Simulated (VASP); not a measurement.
# InP (F-43m) in VASP: notebook

The runs below take InP through single point, with r2SCAN.

All numbers are computed with VASP 6.6.1; they aren't measurements. Logs are shortened: lines on timing, memory, paths and dates and some standing lists are left out, and cuts for length are marked.

## 1. The cell of the first run

Symmetry: F-43m, No. 216, cubic system. Conventional cell: a = 5.484 Å, b = 5.484 Å, c = 5.484 Å, α = 90.00°, β = 90.00°, γ = 90.00°. In (site symmetry -43m) has 4 P at 2.37 Å within 3.1 Å. P (site symmetry -43m) has 4 In at 2.37 Å within 3.1 Å.

## 2. Single point, r2SCAN (20.61 Å³/atom)

POSCAR

```
InP
1.0
    0.0000000000      2.7417709480      2.7417709480
    2.7417709480      0.0000000000      2.7417709480
    2.7417709480      2.7417709480      0.0000000000
In P
1 1
Direct
    0.0000000000      0.0000000000      0.0000000000
    0.2500000000      0.2500000000      0.2500000000
```

INCAR.step1

```
SYSTEM = InP
PREC = Accurate
ENCUT = 520
ISMEAR = 0
SIGMA = 0.05
LREAL = .FALSE.
LASPH = .TRUE.
NELM = 100
NBANDS = 16
GGA = PE
ALGO = Normal
EDIFF = 1E-4
LWAVE = .TRUE.
LCHARG = .FALSE.
```

INCAR.step2

```
SYSTEM = InP
PREC = Accurate
ENCUT = 520
EDIFF = 1E-6
ISMEAR = 0
SIGMA = 0.05
LREAL = .FALSE.
LASPH = .TRUE.
NELM = 100
ALGO = Normal
ISIF = 2
LWAVE = .FALSE.
LCHARG = .FALSE.
METAGGA = R2SCAN
LMIXTAU = .TRUE.
NBANDS = 16
ISTART = 1
```

KPOINTS

```
Automatic mesh
0
G
  14 14 14
  0 0 0
```

Potentials or basis: VASP PAW PBE potentials, release 64 (In_d, P).

Command:

```bash
> cat potpaw_PBE.64/In_d/POTCAR potpaw_PBE.64/P/POTCAR > POTCAR
> cp INCAR.step1 INCAR
> mpirun -np 1 vasp_std > vasp.out
> cp INCAR.step2 INCAR
> mpirun -np 1 vasp_std > vasp.out
```

OUTCAR:

```text
SYSTEM = InP
   PREC = Accurate
   ENCUT = 520
   EDIFF = 1E-6
   ISMEAR = 0
   LREAL = .FALSE.
   LASPH = .TRUE.
   NELM = 100
   ISIF = 2
   METAGGA = R2SCAN
   ISTART = 1

 ion  position               nearest neighbor table
   1  0.000  0.000  0.000-   2 2.37   2 2.37   2 2.37   2 2.37
   2  0.250  0.250  0.250-   1 2.37   1 2.37   1 2.37   1 2.37

  LATTYP: Found a face centered cubic cell.
 ALAT       =     5.4835418960

  Lattice vectors:

 A1 = (   0.0000000000,   2.7417709480,   2.7417709480)
 A2 = (   2.7417709480,   0.0000000000,   2.7417709480)
 A3 = (   2.7417709480,   2.7417709480,   0.0000000000)

Analysis of symmetry for initial positions (statically):
=====================================================================
 Subroutine PRICEL returns:
 Original cell was already a primitive cell.

 Routine SETGRP: Setting up the symmetry group for a
 face centered cubic supercell.

 Subroutine GETGRP returns: Found 24 space group operations
 (whereof 24 operations were pure point group operations)
 out of a pool of 48 trial point group operations.

The static configuration has the point symmetry T_d .

Analysis of symmetry for dynamics (positions and initial velocities):
=====================================================================
 Subroutine PRICEL returns:
 Original cell was already a primitive cell.

 Routine SETGRP: Setting up the symmetry group for a
 face centered cubic supercell.

 Subroutine GETGRP returns: Found 24 space group operations
 (whereof 24 operations were pure point group operations)
 out of a pool of 48 trial point group operations.

The dynamic configuration has the point symmetry T_d .

 Subroutine INISYM returns: Found 24 space group operations
 (whereof 24 operations are pure point group operations),
 and found     1 'primitive' translations

----------------------------------------------------------------------------------------

                                     Primitive cell

  volume of cell :      41.2215

  direct lattice vectors                    reciprocal lattice vectors
     0.000000000  2.741770948  2.741770948    -0.182363884  0.182363884  0.182363884
     2.741770948  0.000000000  2.741770948     0.182363884 -0.182363884  0.182363884
     2.741770948  2.741770948  0.000000000     0.182363884  0.182363884 -0.182363884

  length of vectors
     3.877449660  3.877449660  3.877449660     0.315863513  0.315863513  0.315863513

  position of ions in fractional coordinates (direct lattice)
     0.000000000  0.000000000  0.000000000
     0.250000000  0.250000000  0.250000000

  ion indices of the primitive-cell ions
   primitive index   ion index
                 1           1
                 2           2

----------------------------------------------------------------------------------------

 KPOINTS: Automatic mesh

Automatic generation of k-mesh.
 Grid dimensions read from file:
 generate k-points for:   14   14   14

 Generating k-lattice:

  Cartesian coordinates                     Fractional coordinates (reciprocal lattice)
    -0.013025992  0.013025992  0.013025992     0.071428571  0.000000000  0.000000000
     0.013025992 -0.013025992  0.013025992     0.000000000  0.071428571  0.000000000
     0.013025992  0.013025992 -0.013025992     0.000000000  0.000000000  0.071428571

  Length of vectors
     0.022561680  0.022561680  0.022561680

  Shift w.r.t. Gamma in fractional coordinates (k-lattice)
     0.000000000  0.000000000  0.000000000

 Subroutine IBZKPT returns following result:
 ===========================================

 Found    104 irreducible k-points:

 Following reciprocal coordinates:
            Coordinates               Weight
  0.000000  0.000000  0.000000      1.000000
  0.071429  0.000000  0.000000      8.000000
  0.142857  0.000000  0.000000      8.000000
  0.214286  0.000000  0.000000      8.000000
  0.285714  0.000000  0.000000      8.000000
  0.357143  0.000000  0.000000      8.000000
[... 16 lines left out ...]
  0.214286  0.142857  0.000000     24.000000
  0.285714  0.142857  0.000000     24.000000
 [... further k-points ...]
   k-points           NKPTS =    104   k-points in BZ     NKDIM =    104   number of bands    NBANDS=     16
   number of dos      NEDOS =    301   number of ions     NIONS =      2
   total plane-waves  NPLWV =  27000
   dimension x,y,z NGX =    30 NGY =   30 NGZ =   30
   dimension x,y,z NGXF=    60 NGYF=   60 NGZF=   60
   ions per type =               1   1
   NGX,Y,Z   is equivalent  to a cutoff of  12.86, 12.86, 12.86 a.u.
   NGXF,Y,Z  is equivalent  to a cutoff of  25.73, 25.73, 25.73 a.u.
 SYSTEM =  InP
   PREC   = accura    normal or accurate (medium, high low for compatibility)
   ISTART =      1    job   : 0-new  1-cont  2-samecut
   ICHARG =      0    charge: 1-file 2-atom 10-const
   ISPIN  =      1    spin polarized calculation?
   LNONCOLLINEAR =      F non collinear calculations
   LSORBIT =      F    spin-orbit coupling
   LASPH  =      T    aspherical Exc in radial PAW
   ENCUT  =  520.0 eV  38.22 Ry    6.18 a.u.   7.21  7.21  7.21*2*pi/ulx,y,z
   NELM   =    100;   NELMIN=  2; NELMDL=  0     # of ELM steps
   EDIFF  = 0.1E-05   stopping-criterion for ELM
   LREAL  =      F    real-space projection
   EDIFFG = 0.1E-04   stopping-criterion for IOM
   NSW    =      0    number of steps for IOM
   IBRION =     -1    ionic relax: 0-MD 1-quasi-New 2-CG
   NFREE  =      0    steps in history (QN), initial steepest desc. (CG)
   ISIF   =      2    stress and relaxation
   ISYM   =      2    0-nonsym 1-usesym 2-fastsym
   POTIM  = 0.5000    time-step for ionic-motion
   TEBEG  =    0.0;   TEEND  =   0.0 temperature during run
   PSTRESS=    0.0 pullay stress
   NELECT =      18.0000    total number of electrons
   NUPDOWN=      -1.0000    fix difference up-down
   EMIN   =  10.00;   EMAX   =-10.00  energy-range for DOS
   EFERMI =   0.00;   METHOD = LEGACY
   ISMEAR =     0;   SIGMA  =   0.05  broadening in eV -4-tet -1-fermi 0-gaus
   EFERMI_NEDOS =   21; number of points for ismear=-14 and -15
   IALGO  =     38    algorithm
   IMIX   =      4    mixing-type and parameters
     AMIX     =   0.40;   BMIX     =  1.00
     AMIX_MAG =   1.60;   BMIX_MAG =  1.00
  volume/ion in A,a.u.               =      20.61       139.09
  Fermi-wavevector in a.u.,A,eV,Ry     =   1.242008  2.347055 20.988138  1.542585
  Thomas-Fermi vector in A             =   2.376381
   LORBIT       =      0    0 simple, 1 ext, 2 COOP (PROOUT), +10 PAW based schemes
   METAGGA = R2SCAN    functional components
   LHFCALC =     F    Hartree Fock is set to
   AEXX    =    0.0000 exact exchange contribution
   IVDW    =     0    specifies the selected vdW correction
   LEPSILON=     F    determine dielectric tensor
   LRPA    =     F    only Hartree local field effects (RPA)
 non-spin polarized calculation
 Gauss-broadening in eV      SIGMA  =   0.05
  energy-cutoff  :      520.00
  volume of cell :       41.22
 maximum number of plane-waves:      1129
 NGX is ok and might be reduce to    30
   NGX = 15   NGY = 15   NGZ = 15

 number of electron      18.0000003 magnetization

 Free energy of the ion-electron system (eV)
  ---------------------------------------------------
  ext. energy  EPLUGINS =         0.00000000
  ---------------------------------------------------
  free energy    TOTEN  =       -31.64640945 eV

  energy without entropy =      -31.64640945  energy(sigma->0) =      -31.64640945

 E-fermi :   7.7257     XC(G=0): -10.8625

 val. band max:        7.5038094513   @ k =   0.0000   0.0000   0.0000
 cond. band min:       9.1095782915   @ k =   0.5000   0.5000   0.0000
 fundamental gap:      1.6057688402
 Fermi energy:         7.7257009223

 k-point     1 :       0.0000    0.0000    0.0000
  band No.  band energies     occupation
      1      -7.7584      2.00000
      2      -7.7584      2.00000
      3      -7.7584      2.00000
      4      -7.4378      2.00000
      5      -7.4378      2.00000
      6      -6.1346      2.00000
[... 8 lines left out ...]
     15      17.6948      0.00000
     16      17.7405      0.00000

 k-point     2 :       0.0714    0.0000    0.0000
  band No.  band energies     occupation
      1      -7.7784      2.00000
      2      -7.7531      2.00000
      3      -7.7531      2.00000
      4      -7.4380      2.00000
      5      -7.4380      2.00000
      6      -6.0456      2.00000
[... 8 lines left out ...]
     15      17.3251      0.00000
     16      18.0847      0.00000

 k-point     3 :       0.1429    0.0000    0.0000
  band No.  band energies     occupation
      1      -7.8287      2.00000
      2      -7.7388      2.00000
      3      -7.7388      2.00000
      4      -7.4378      2.00000
      5      -7.4378      2.00000
      6      -5.7892      2.00000
[... 8 lines left out ...]
     15      16.8004      0.00000
     16      18.3352      0.00000

 k-point     4 :       0.2143    0.0000    0.0000
  band No.  band energies     occupation
      1      -7.8911      2.00000
      2      -7.7197      2.00000
      3      -7.7197      2.00000
      4      -7.4355      2.00000
      5      -7.4355      2.00000
      6      -5.3885      2.00000
[... 8 lines left out ...]
     15      16.5986      0.00000
     16      17.8677      0.00000
[... 324 lines left out ...]
 k-point    22 :       0.1429    0.1429    0.0000
  band No.  band energies     occupation
      1      -7.8648      2.00000
      2      -7.7197      2.00000
      3      -7.7197      2.00000
      4      -7.4570      2.00000
      5      -7.4240      2.00000
      6      -5.6813      2.00000
[... 8 lines left out ...]
     15      17.8586      0.00000
     16      19.5373      0.00000

 k-point    23 :       0.2143    0.1429    0.0000
  band No.  band energies     occupation
      1      -7.9106      2.00000
      2      -7.7023      2.00000
      3      -7.6993      2.00000
      4      -7.4655      2.00000
      5      -7.4175      2.00000
      6      -5.3906      2.00000
[... 8 lines left out ...]
     15      17.7985      0.00000
     16      19.8249      0.00000

 k-point    24 :       0.2857    0.1429    0.0000
  band No.  band energies     occupation
      1      -7.9575      2.00000
      2      -7.6874      2.00000
      3      -7.6785      2.00000
      4      -7.4690      2.00000
      5      -7.4110      2.00000
      6      -4.9649      2.00000
[... 8 lines left out ...]
     15      17.8819      0.00000
     16      19.3270      0.00000

 [... further k-points ...]
[... 5 lines left out ...]
  --------------------------------------------------------------------------------------
  -------------------------------------------------------------------------------------
  Total        6.3825369      6.3825369      6.3825369      0.0000000      0.0000000     -0.0000000
  in kB      248.0735224    248.0735224    248.0735224      0.0000000      0.0000000     -0.0000000
  external PRESSURE =     248.0735224 kB  Pullay stress =       0.0000000 kB

 VOLUME and BASIS-vectors are now :
 -----------------------------------------------------------------------------
  energy-cutoff  :      520.00
  volume of cell :       41.22
      direct lattice vectors                 reciprocal lattice vectors
     0.000000000  2.741770948  2.741770948    -0.182363884  0.182363884  0.182363884
     2.741770948  0.000000000  2.741770948     0.182363884 -0.182363884  0.182363884
     2.741770948  2.741770948  0.000000000     0.182363884  0.182363884 -0.182363884

 POSITION                                       TOTAL-FORCE (eV/Angst)
 -----------------------------------------------------------------------------------
      0.00000      0.00000      0.00000        -0.000000     -0.000000     -0.000000
      1.37089      1.37089      1.37089         0.000000      0.000000      0.000000
 -----------------------------------------------------------------------------------
    total drift:                               -0.000005     -0.000005     -0.000005

  FREE ENERGIE OF THE ION-ELECTRON SYSTEM (eV)
  ---------------------------------------------------
  free  energy   TOTEN  =       -31.6464094479 eV

  energy  without entropy=      -31.6464094479  energy(sigma->0) =      -31.64640945
```

It took 7 min on 1 thread of Intel Xeon 8259CL, shared host; peak memory 0.22 GiB.

What came out:

- Free energy: -31.6464 eV
- Pressure: 24.8 GPa
- Band gap on the k mesh: 1.61 eV (least direct gap 2.28 eV)

Levels at points of the mesh, in eV from the valence-band top:
```
           k point  band 6  band 7  band 8  band 9  band 10  band 11  band 12  band 13
(0.00, 0.00, 0.00)  -13.64    0.00    0.00    0.00     2.28     4.33     4.33     4.33
(0.50, 0.00, 0.00)  -11.02   -7.18   -1.37   -1.37     2.35     5.08     5.08     7.84
(0.50, 0.50, 0.00)  -10.11   -6.92   -3.22   -3.22     1.61     2.41    11.32    11.38
```

Caveat: the cell stands under pressure; the PAW data sets were made with another functional, which shifts forces and pressure a little; spin-orbit coupling is left out, which moves the levels of the heavy elements. r2SCAN opens gaps a little over a GGA but as a rule still falls short of measured ones.

## 3. Single point, r2SCAN (21.64 Å³/atom)

This run uses another cell than the first one, of 21.64 Å³/atom.

POSCAR

```
InP
1.0
    0.0000000000      2.7867260027      2.7867260027
    2.7867260027      0.0000000000      2.7867260027
    2.7867260027      2.7867260027      0.0000000000
In P
1 1
Direct
    0.0000000000      0.0000000000      0.0000000000
    0.2500000000      0.2500000000      0.2500000000
```

INCAR.step1

```
SYSTEM = InP
PREC = Accurate ; ENCUT = 520
ISMEAR = 0 ; SIGMA = 0.05
LREAL = .False. ; LASPH = .True.
NELM = 60 ; NBANDS = 16
GGA = PE ; ALGO = Normal
EDIFF = 1E-4 ; LWAVE = .True.
LCHARG = .False.
```

INCAR.step2

```
SYSTEM = InP
PREC = Accurate ; ENCUT = 520
EDIFF = 1E-6 ; ISMEAR = 0
SIGMA = 0.05 ; LREAL = .False.
LASPH = .True. ; NELM = 60
ALGO = Normal ; ISIF = 2
LWAVE = .False. ; LCHARG = .False.
METAGGA = R2SCAN ; LMIXTAU = .True.
NBANDS = 16 ; ISTART = 1
```

KPOINTS

```
regular mesh
0
Gamma
  14 14 14
  0 0 0
```

Potentials or basis: VASP PAW PBE potentials, release 64 (In_d, P).

Command:

```bash
> cat potpaw_PBE.64/In_d/POTCAR potpaw_PBE.64/P/POTCAR > POTCAR
> cp INCAR.step1 INCAR
> mpirun -np 1 vasp_std > vasp.out
> cp INCAR.step2 INCAR
> mpirun -np 1 vasp_std > vasp.out
```

Wall time 6.8 min (1 thread of Intel Xeon 8259CL, shared host); peak memory 0.22 GiB.

Results (log left out):

| Property | Result |
| --- | --- |
| Free energy | -31.9169 eV |
| Pressure | 17.4 GPa |
| Band gap on the k mesh | 1.72 eV (least direct gap 2.03 eV) |

Levels at points of the mesh, in eV from the valence-band top:
```tsv
k point	band 5	band 6	band 7	band 8	band 9	band 10	band 11	band 12	band 13	band 14
(0.00, 0.00, 0.00)	-14.79	-13.20	0.00	0.00	0.00	2.03	4.38	4.38	4.38	9.96
(0.50, 0.00, 0.00)	-14.77	-10.79	-6.83	-1.27	-1.27	2.25	5.12	5.12	7.80	10.97
(0.50, 0.50, 0.00)	-14.73	-9.94	-6.64	-3.00	-3.00	1.72	2.47	11.00	11.35	11.35
```

Caveat: the cell stands under pressure; the PAW data sets were made with another functional, which shifts forces and pressure a little; spin-orbit coupling is left out, which moves the levels of the heavy elements.

[end of part 1 of 2]
